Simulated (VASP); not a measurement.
# Ag: single point with LDA

Ag:

```
Ag
1.0
     3.15624    0.00000    0.00000
    -1.57812    2.73339    0.00000
     0.00000    0.00000    4.12790
Ag
2
Direct
  0.33333 0.66667 0.25000
  0.66667 0.33333 0.75000
```

This isn't the form of Ag at room conditions, which is fcc.

This cell differs from its parent crystal: ratio of the length along z to the lengths across it x 0.8, volume and fractional coordinates fixed.

```yaml
Program: VASP 6.6.1
Task: single point
Functional: LDA
Potentials_or_basis: VASP PAW LDA potentials, release 64 (Ag)
Cutoff: 520 eV
k_mesh: 24 × 24 × 12
Occupations: methfessel-paxton, width 0.1 eV
Spin: no spin polarisation
Dipole_correction: no
Further_INCAR_settings: ALGO = Fast; EDIFF = 1e-06; NBANDS = 18
```

* Pressure: -5.9 GPa
* Band gap on the k mesh: zero (bands 11 and 12 overlap by 6.22 eV)

Stress tensor (GPa, compression positive):
```
-9.74  0.00  0.00
 0.00 -9.74  0.00
 0.00  0.00  1.72
```

Levels at points of the mesh, in eV from the Fermi level:
```tsv
k point	band 7	band 8	band 9	band 10	band 11	band 12	band 13	band 14	band 15	band 16
(0.00, 0.00, 0.00)	-4.24	-4.24	-3.81	-3.00	-3.00	1.64	6.50	13.92	14.28	14.28
(0.50, 0.00, 0.00)	-3.64	-3.54	-3.13	-2.53	-0.68	0.33	7.86	8.19	8.42	10.88
(0.00, 0.00, 0.50)	-3.87	-3.87	-3.17	-3.17	-3.17	-3.17	14.04	14.04	15.75	15.75
(0.50, 0.00, 0.50)	-3.29	-3.29	-3.21	-3.21	0.52	0.52	4.03	4.03	11.85	11.85
```

Wall time 4.9 min on 1 thread of AMD EPYC 7R13, with other jobs on the host, peak memory 0.28 GiB.

Caveat: the cell stands under tension.
